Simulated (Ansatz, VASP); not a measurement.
# GaAs: VASP beside Ansatz

```
Ga As
1.0
     0.00000    2.82685    2.82685
     2.82685    0.00000    2.82685
     2.82685    2.82685    0.00000
Ga As
1 1
Direct
  0.00000 0.00000 0.00000
  0.25000 0.25000 0.25000
```

Alike in both runs: task single point; functional RPBE; k mesh 6 × 6 × 6; occupations fermi-dirac, width 0.05 eV; no spin polarisation.

|  | VASP | Ansatz |
| --- | --- | --- |
| version | VASP 6.6.1 | Ansatz 0.2.0 |
| potentials or method | VASP PAW PBE potentials, release 64 (Ga_d, As) | plane waves, PAW |
| plane-wave cutoff (eV) | 520 | 420 |
| valence electrons in the cell | 18 | 28 |

|  | VASP | Ansatz | Ansatz less VASP |
| --- | --- | --- | --- |
| pressure (GPa) | 5.4 | 5.2 | -0.16 |

VASP's potentials were made for PBE, not for RPBE. The functional is the same, so the differences come from potentials, cutoffs and numerics. VASP's potentials hold 18 valence electrons a cell and Ansatz's 28, so a difference there can come from the potentials and not from the codes.
